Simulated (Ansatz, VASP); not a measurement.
**CO2: VASP beside Ansatz**

Contents of INCAR:

```
  ALGO = Normal
  EDIFF = 1E-6
  EDIFFG = -0.005
  ENCUT = 600
  GGA = PE
  IBRION = 2
  ISIF = 3
  ISMEAR = 0
  IVDW = 12
  LASPH = T
  LCHARG = F
  LREAL = F
  LWAVE = F
  NELM = 60
  NSW = 100
  PREC = Accurate
  SIGMA = 0.02
```

The input KPOINTS:

```
k-points
0
Gamma
  4 4 4
```

File POSCAR:

```
CO2
1.0
    5.6711123368      0.0000000000      0.0000000000
    0.0000000000      5.6711123368      0.0000000000
    0.0000000000      0.0000000000      5.6711123368
C O
4 8
Direct
    0.0000000000      0.0000000000      0.0000000000
    0.5000000000      0.0000000000      0.5000000000
    0.5000000000      0.5000000000      0.0000000000
    0.0000000000      0.5000000000      0.5000000000
    0.1190348168      0.1190348168      0.1190348168
    0.3809651832      0.8809651832      0.6190348168
    0.6190348168      0.3809651832      0.8809651832
    0.8809651832      0.6190348168      0.3809651832
    0.8809651832      0.8809651832      0.8809651832
    0.6190348168      0.1190348168      0.3809651832
    0.3809651832      0.6190348168      0.1190348168
    0.1190348168      0.3809651832      0.6190348168
```

Input for Ansatz:

```yaml
crystal:
  lattice:
    - [5.6711123415, 0.0, 0.0]
    - [0.0, 5.6711123415, 0.0]
    - [0.0, 0.0, 5.6711123415]
  atoms:
    - { symbol: C, position: [0.0, 0.0, 0.0] }
    - { symbol: C, position: [0.5, 0.0, 0.5] }
    - { symbol: C, position: [0.5, 0.5, 0.0] }
    - { symbol: C, position: [0.0, 0.5, 0.5] }
    - { symbol: O, position: [0.1190348169, 0.1190348169, 0.1190348169] }
    - { symbol: O, position: [0.3809651831, 0.8809651831, 0.6190348169] }
    - { symbol: O, position: [0.6190348169, 0.3809651831, 0.8809651831] }
    - { symbol: O, position: [0.8809651831, 0.6190348169, 0.3809651831] }
    - { symbol: O, position: [0.8809651831, 0.8809651831, 0.8809651831] }
    - { symbol: O, position: [0.6190348169, 0.1190348169, 0.3809651831] }
    - { symbol: O, position: [0.3809651831, 0.6190348169, 0.1190348169] }
    - { symbol: O, position: [0.1190348169, 0.3809651831, 0.6190348169] }
basis:
  ecutwfc: 420
kpoints:
  mp_grid: { grid: [4, 4, 4] }
hamiltonian:
  xc: pbe
  dispersion: d3bj
scf:
  occupations: { method: gaussian, width: 0.02 }
output:
  forces: true
  stress: true
  eigenvalues: true
  write_density: true
  write_potential: true
  elf: true
  volumetric_format: npy
relax:
  adjacent_minimum: "off"
  f_tol: 0.005
  max_steps: 80
  cell: { stress_tol: 0.05 }
```

Alike in both runs: task relaxation of cell and atoms; functional PBE; dispersion D3(BJ); k mesh 4 × 4 × 4; occupations gaussian, width 0.02 eV; no spin polarisation.

|  | VASP | Ansatz |
| --- | --- | --- |
| version | VASP 6.6.1 | Ansatz 0.2.0 |
| potentials or method | VASP PAW PBE potentials, release 64 (C, O), cutoff 600 eV | scalar-relativistic, plane waves, PAW |
| valence electrons in the cell | 64 | 64 |

|  | VASP | Ansatz | Ansatz less VASP |
| --- | --- | --- | --- |
| gap on the k mesh at the Fermi level, each at its own relaxed structure (eV) | 6.72 | 6.75 | +0.028 |
| relaxed volume (Å³/atom) | 14.78 | 15.54 | +0.762 |
| relaxed length of the cell vector where the two differ most in proportion (Å) | 5.618 | 5.713 | +0.0950 |

One of these differences is far larger than is usual between the two programs; its cause wasn't traced.

Noted on VASP's run: the standard files for N, O and F lose accuracy on very short bonds.
